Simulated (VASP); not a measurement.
# Te (Im-3m) in VASP: notebook, part 2 of 2

VASP 6.6.1. Earlier steps stand in the parts before.

## Step 3: Single point, r2SCAN

This run uses another cell than the first one, of 36.70 Å³/atom.

POSCAR

```
Te
1.0
   -2.0934040987      2.0934040987      2.0934040987
    2.0934040987     -2.0934040987      2.0934040987
    2.0934040987      2.0934040987     -2.0934040987
Te
1
Direct
    0.0000000000      0.0000000000      0.0000000000
```

INCAR.step1

```
SYSTEM = Te
PREC = Accurate
ENCUT = 520
ISMEAR = 0
SIGMA = 0.1
LREAL = .FALSE.
LASPH = .TRUE.
NELM = 60
NBANDS = 9
GGA = PE
ALGO = Normal
EDIFF = 1E-4
LWAVE = .TRUE.
LCHARG = .FALSE.
```

INCAR.step2

```
SYSTEM = Te
PREC = Accurate
ENCUT = 520
EDIFF = 1E-6
ISMEAR = 0
SIGMA = 0.1
LREAL = .FALSE.
LASPH = .TRUE.
NELM = 60
ALGO = Normal
ISIF = 2
LWAVE = .FALSE.
LCHARG = .TRUE.
METAGGA = R2SCAN
LMIXTAU = .TRUE.
LELF = .TRUE.
LVHAR = .TRUE.
NBANDS = 9
ISTART = 1
```

KPOINTS

```
Automatic mesh
0
G
  6 6 6
  0 0 0
```

Potentials or basis: VASP PAW PBE potentials, release 64 (Te).

Started as:

```console
cat potpaw_PBE.64/Te/POTCAR > POTCAR
cp INCAR.step1 INCAR
mpirun -np 1 vasp_std > vasp.out
cp INCAR.step2 INCAR
mpirun -np 1 vasp_std > vasp.out
```

OUTCAR:

```text
SYSTEM = Te
   PREC = Accurate
   ENCUT = 520
   EDIFF = 1E-6
   ISMEAR = 0
   LREAL = .FALSE.
   LASPH = .TRUE.
   NELM = 60
   ISIF = 2
   METAGGA = R2SCAN
   ISTART = 1

 ion  position               nearest neighbor table
   1  0.000  0.000  0.000-

  LATTYP: Found a body centered cubic cell.
 ALAT       =     4.1868081974

  Lattice vectors:

 A1 = (  -2.0934040987,   2.0934040987,   2.0934040987)
 A2 = (   2.0934040987,  -2.0934040987,   2.0934040987)
 A3 = (   2.0934040987,   2.0934040987,  -2.0934040987)

Analysis of symmetry for initial positions (statically):
=====================================================================
 Subroutine PRICEL returns:
 Original cell was already a primitive cell.

 Routine SETGRP: Setting up the symmetry group for a
 body centered cubic supercell.

 Subroutine GETGRP returns: Found 48 space group operations
 (whereof 48 operations were pure point group operations)
 out of a pool of 48 trial point group operations.

The static configuration has the point symmetry O_h .

Analysis of symmetry for dynamics (positions and initial velocities):
=====================================================================
 Subroutine PRICEL returns:
 Original cell was already a primitive cell.

 Routine SETGRP: Setting up the symmetry group for a
 body centered cubic supercell.

 Subroutine GETGRP returns: Found 48 space group operations
 (whereof 48 operations were pure point group operations)
 out of a pool of 48 trial point group operations.

The dynamic configuration has the point symmetry O_h .

 Subroutine INISYM returns: Found 48 space group operations
 (whereof 48 operations are pure point group operations),
 and found     1 'primitive' translations

----------------------------------------------------------------------------------------

                                     Primitive cell
[... 101 lines left out ...]
  volume/ion in A,a.u.               =      36.70       247.64
  Fermi-wavevector in a.u.,A,eV,Ry     =   0.895197  1.691678 10.903417  0.801379
  Thomas-Fermi vector in A             =   2.017499
   LORBIT       =      0    0 simple, 1 ext, 2 COOP (PROOUT), +10 PAW based schemes
   METAGGA = R2SCAN    functional components
   LHFCALC =     F    Hartree Fock is set to
   AEXX    =    0.0000 exact exchange contribution
   IVDW    =     0    specifies the selected vdW correction
   LEPSILON=     F    determine dielectric tensor
   LRPA    =     F    only Hartree local field effects (RPA)
 non-spin polarized calculation
 Gauss-broadening in eV      SIGMA  =   0.10
  energy-cutoff  :      520.00
  volume of cell :       36.70
 maximum number of plane-waves:      1006
   NGX = 13   NGY = 13   NGZ = 13

 number of electron       6.0000000 magnetization

 Free energy of the ion-electron system (eV)
  ---------------------------------------------------
  ext. energy  EPLUGINS =         0.00000000
  ---------------------------------------------------
  free energy    TOTEN  =       -24.71377373 eV

  energy without entropy =      -24.70328025  energy(sigma->0) =      -24.70852699

 E-fermi :   4.6619     XC(G=0):  -9.3591

 val. band max:        4.6480957722   @ k =   0.1667   0.1667   0.0000
 cond. band min:       4.7609118099   @ k =   0.5000   0.5000   0.1667
 fundamental gap:      0.1128160377
 Fermi energy:         4.6618942636

 k-point     1 :       0.0000    0.0000    0.0000
  band No.  band energies     occupation
      1      -8.1256      2.00000
      2       6.4744      0.00000
      3       6.4744      0.00000
      4       6.4744      0.00000
      5      12.8711      0.00000
      6      14.3792      0.00000
      7      14.3792      0.00000
      8      14.3792      0.00000
      9      16.7418      0.00000
[... 169 lines left out ...]
 k-point    16 :       0.5000    0.5000    0.5000
  band No.  band energies     occupation
      1      -4.8195      2.00000
      2       2.2181      2.00000
      3       2.2181      2.00000
      4       2.2181      2.00000
      5       8.8861      0.00000
      6       8.8861      0.00000
      7      21.4983      0.00000
      8      21.4983      0.00000
      9      21.4983      0.00000

------------------------ aborting loop because EDIFF is reached ----------------------------------------

  FORCE on cell =-STRESS in cart. coord.  units (eV):
  Direction    XX          YY          ZZ          XY          YZ          ZX
  --------------------------------------------------------------------------------------
  -------------------------------------------------------------------------------------
  Total       -1.7453871     -1.7453871     -1.7453871      0.0000000     -0.0000000     -0.0000000
  in kB      -76.2049433    -76.2049433    -76.2049433      0.0000000     -0.0000000     -0.0000000
  external PRESSURE =     -76.2049433 kB  Pullay stress =       0.0000000 kB

 VOLUME and BASIS-vectors are now :
 -----------------------------------------------------------------------------
  energy-cutoff  :      520.00
  volume of cell :       36.70
      direct lattice vectors                 reciprocal lattice vectors
    -2.093404099  2.093404099  2.093404099     0.000000000  0.238845429  0.238845429
     2.093404099 -2.093404099  2.093404099     0.238845429  0.000000000  0.238845429
     2.093404099  2.093404099 -2.093404099     0.238845429  0.238845429  0.000000000

 POSITION                                       TOTAL-FORCE (eV/Angst)
 -----------------------------------------------------------------------------------
      0.00000      0.00000      0.00000        -0.000000     -0.000000      0.000000
 -----------------------------------------------------------------------------------
    total drift:                               -0.000000      0.000000     -0.000000

  FREE ENERGIE OF THE ION-ELECTRON SYSTEM (eV)
  ---------------------------------------------------
  free  energy   TOTEN  =       -24.7137737343 eV

  energy  without entropy=      -24.7032802550  energy(sigma->0) =      -24.70852699
```

Run time: 14 s. Hardware: 1 thread of Intel Xeon Platinum 8559C (Emerald Rapids), shared host; peak memory 0.16 GiB.

Results:

```
Free energy            : -24.7138 eV
Pressure               : -7.6 GPa
Band gap on the k mesh : zero (bands 3 and 4 overlap by 4.26 eV)
```

Caveat: the cell stands under tension; the PAW data sets were made with another functional, which shifts forces and pressure a little; spin-orbit coupling is left out, which moves the levels of the heavy elements.

## Step 4: Relaxation of cell and atoms, r2SCAN

This run uses another cell than the first one, of 36.70 Å³/atom.

POSCAR is that of step 3.

INCAR.step1

```
ALGO = Normal ; EDIFF = 1E-4
ENCUT = 600 ; GGA = PE
ISMEAR = 0 ; LASPH = True
LCHARG = False ; LREAL = False
LWAVE = True ; NELM = 60
PREC = Accurate ; SIGMA = 0.1
```

INCAR.step2

```
ALGO = Normal ; EDIFF = 1E-6
EDIFFG = -0.04 ; ENCUT = 600
IBRION = 2 ; ISIF = 3
ISMEAR = 0 ; ISTART = 1
LASPH = True ; LCHARG = False
LMIXTAU = True ; LREAL = False
LWAVE = False ; METAGGA = R2SCAN
NELM = 60 ; NSW = 90
PREC = Accurate ; SIGMA = 0.1
```

KPOINTS

```
k-points
0
Gamma
  6 6 6
```

Potentials or basis: VASP PAW PBE potentials, release 64 (Te).

Started as:

```console
cat potpaw_PBE.64/Te/POTCAR > POTCAR
cp INCAR.step1 INCAR
mpirun -np 1 vasp_std > vasp.out
cp INCAR.step2 INCAR
mpirun -np 1 vasp_std > vasp.out
```

OUTCAR:

```text
EDIFF = 1E-6
   EDIFFG = -0.04
   ENCUT = 600
   IBRION = 2
   ISIF = 3
   ISMEAR = 0
   ISTART = 1
   LASPH = True
   LREAL = False
   METAGGA = R2SCAN
   NELM = 60
   NSW = 90
   PREC = Accurate

 ion  position               nearest neighbor table
   1  0.000  0.000  0.000-

  LATTYP: Found a body centered cubic cell.
 ALAT       =     4.1868081974

  Lattice vectors:

 A1 = (  -2.0934040987,   2.0934040987,   2.0934040987)
 A2 = (   2.0934040987,  -2.0934040987,   2.0934040987)
 A3 = (   2.0934040987,   2.0934040987,  -2.0934040987)

Analysis of symmetry for initial positions (statically):
=====================================================================
 Subroutine PRICEL returns:
 Original cell was already a primitive cell.

 Routine SETGRP: Setting up the symmetry group for a
 body centered cubic supercell.

 Subroutine GETGRP returns: Found 48 space group operations
 (whereof 48 operations were pure point group operations)
 out of a pool of 48 trial point group operations.

The static configuration has the point symmetry O_h .

Analysis of symmetry for dynamics (positions and initial velocities):
[... 366 lines left out ...]
 fundamental gap:      0.2553207360
 Fermi energy:         8.1629512121

 k-point     1 :       0.0000    0.0000    0.0000
  band No.  band energies     occupation
      1      -6.6715      2.00000
      2      11.0368      0.00000
      3      11.0368      0.00000
      4      11.0368      0.00000
      5      18.1539      0.00000
      6      18.1539      0.00000
      7      19.0608      0.00000
[... 141 lines left out ...]
 k-point    16 :       0.5000    0.5000    0.5000
  band No.  band energies     occupation
      1      -0.9247      2.00000
      2       4.6510      2.00000
      3       4.6510      2.00000
      4       4.6510      2.00000
      5      11.2486      0.00000
      6      11.2486      0.00000
      7      26.3318      0.00000

------------------------ aborting loop because EDIFF is reached ----------------------------------------

  FORCE on cell =-STRESS in cart. coord.  units (eV):
  Direction    XX          YY          ZZ          XY          YZ          ZX
  --------------------------------------------------------------------------------------
  -------------------------------------------------------------------------------------
  Total        0.0009655      0.0009655      0.0009655     -0.0000000     -0.0000000      0.0000000
  in kB        0.0548816      0.0548816      0.0548816     -0.0000000     -0.0000000      0.0000000
  external PRESSURE =       0.0548816 kB  Pullay stress =       0.0000000 kB

 VOLUME and BASIS-vectors are now :
 -----------------------------------------------------------------------------
  energy-cutoff  :      600.00
  volume of cell :       28.19
      direct lattice vectors                 reciprocal lattice vectors
    -1.917164902  1.917164902  1.917164902     0.000000000  0.260801770  0.260801770
     1.917164902 -1.917164902  1.917164902     0.260801770  0.000000000  0.260801770
     1.917164902  1.917164902 -1.917164902     0.260801770  0.260801770  0.000000000

 POSITION                                       TOTAL-FORCE (eV/Angst)
 -----------------------------------------------------------------------------------
      0.00000      0.00000      0.00000         0.000000     -0.000000      0.000000
 -----------------------------------------------------------------------------------
    total drift:                               -0.000000     -0.000000     -0.000000

  FREE ENERGIE OF THE ION-ELECTRON SYSTEM (eV)
  ---------------------------------------------------
  free  energy   TOTEN  =       -24.9773788302 eV

  energy  without entropy=      -24.9739147390  energy(sigma->0) =      -24.97564678

 reached required accuracy - stopping structural energy minimisation
```

OSZICAR.step1:

```text
N       E                     dE             d eps       ncg     rms          rms(c)
DAV:   1     0.111100160909E+02    0.11110E+02   -0.22992E+03   224   0.718E+02
DAV:   2    -0.218436352127E+01   -0.13294E+02   -0.13102E+02   308   0.737E+01
DAV:   3    -0.254373548158E+01   -0.35937E+00   -0.35897E+00   252   0.133E+01
DAV:   4    -0.254721764204E+01   -0.34822E-02   -0.34820E-02   406   0.151E+00
DAV:   5    -0.254721874042E+01   -0.10984E-05   -0.10989E-05   308   0.308E-02    0.379E+00
DAV:   6    -0.254306403428E+01    0.41547E-02   -0.71289E-03   315   0.500E-01    0.238E+00
DAV:   7    -0.254260166383E+01    0.46237E-03   -0.14946E-02   273   0.730E-01    0.289E-01
DAV:   8    -0.254255159437E+01    0.50069E-04   -0.61709E-04   287   0.158E-01
   1 F= -.25425516E+01 E0= -.25367459E+01  d E =-.116113E-01
```

Wall time 32 s (1 thread of Intel Xeon Platinum 8559C (Emerald Rapids), shared host); peak memory 0.18 GiB.

Results:

- Free energy: -24.9774 eV
- Relaxed volume: 28.19 Å³/atom
- Relaxed cell: a = 3.321 Å, b = 3.321 Å, c = 3.321 Å, α = 109.47°, β = 109.47°, γ = 109.47°
- Space group after relaxing (to 0.1 Å): Im-3m (No. 229)
- Energy gained by relaxing: 263.2 meV/atom
- Ionic steps: 2
- Pressure after relaxing: 0.0 GPa
- Band gap on the k mesh: zero (bands 3 and 4 overlap by 6.39 eV)

Step by step:
```tsv
step	energy change (eV)	largest force (eV/Å)	pressure (GPa)	volume (Å³)
1	0.0000	0.0000	-7.62	36.70
2	-0.2632	0.0000	0.01	28.19
```

Final structure:
```
Te
1.0
    -1.91716    1.91716    1.91716
     1.91716   -1.91716    1.91716
     1.91716    1.91716   -1.91716
Te
1
Direct
  0.00000 0.00000 0.00000
```

Levels at points of the mesh, in eV from the Fermi level:
```
           k point  band 1  band 2  band 3  band 4  band 5  band 6
(0.00, 0.00, 0.00)  -14.83    2.87    2.87    2.87    9.99    9.99
(0.50, 0.00, 0.00)  -11.56   -6.54   -0.33    1.89    5.86    6.53
(0.50, 0.50, 0.50)   -9.09   -3.51   -3.51   -3.51    3.09    3.09
```

Caveat: the volume moved by over 15 % at a fixed basis, so the end points are rough; the PAW data sets were made with another functional, which shifts forces and pressure a little; spin-orbit coupling is left out, which moves the levels of the heavy elements.

## Step 5: Summary

| task | cell | cutoff (eV) | gap on the mesh (eV) | pressure (GPa) |
| --- | --- | --- | --- | --- |
| single point | a = 3.322 Å, angles 109.5°, 1 atom | 520 | none | -0.1 |
| single point | a = 3.626 Å, angles 109.5°, 1 atom | 520 | none | -7.6 |
| relaxation of cell and atoms | relaxed from a = 3.626 Å, angles 109.5°, 1 atom | 600 | none | 0.0 |

Alike in all rows: level r2SCAN; potentials or basis VASP PAW PBE potentials, release 64 (Te); no spin polarisation; k mesh 6 × 6 × 6; smearing gaussian 0.1 eV.

Caveats: some runs use coarse meshes; the PAW data sets were made with another functional, which shifts forces and pressure a little; spin-orbit coupling is left out, which moves the levels of the heavy elements; the cell stands under tension (at least some runs); the volume moved by over 15 % at a fixed basis, so the end points are rough (at least some runs).

Total energies depend on the potentials used, so only differences within one code and one set of settings carry meaning.
